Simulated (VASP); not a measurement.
A run of VASP 6.6.1:

Contents of INCAR:

```
SYSTEM = NaCl
PREC = Accurate
ENCUT = 520
EDIFF = 1E-6
ISMEAR = 0
SIGMA = 0.05
LREAL = .FALSE.
LASPH = .TRUE.
NELM = 60
ALGO = Normal
ISIF = 2
LWAVE = .FALSE.
LCHARG = .TRUE.
GGA = PE
LELF = .TRUE.
LVHAR = .TRUE.
NBANDS = 14
```

File KPOINTS:

```
Automatic mesh
0
G
  8 8 8
  0 0 0
```

Contents of POSCAR:

```
NaCl
1.0
    3.2002861008      0.0000000000      0.0000000000
    0.0000000000      3.2002861008      0.0000000000
    0.0000000000      0.0000000000      3.2002861008
Na Cl
1 1
Direct
    0.0000000000      0.0000000000      0.0000000000
    0.5000000000      0.5000000000      0.5000000000
```

Potentials or basis: VASP PAW PBE potentials, release 64 (Na_pv, Cl).

The run is started by

```sh
$ cat potpaw_PBE.64/Na_pv/POTCAR potpaw_PBE.64/Cl/POTCAR > POTCAR
$ mpirun -np 1 vasp_std > vasp.out
```

Hardware: 1 thread of Intel(R) Xeon(R) 6975P-C (Granite Rapids), on a shared host.

Estimate the wall time of this run.

It took 7.8 s on 1 thread of Intel(R) Xeon(R) 6975P-C (Granite Rapids) (shared host), peak memory 0.14 GiB. Counts: scf iterations 12, k points 35.
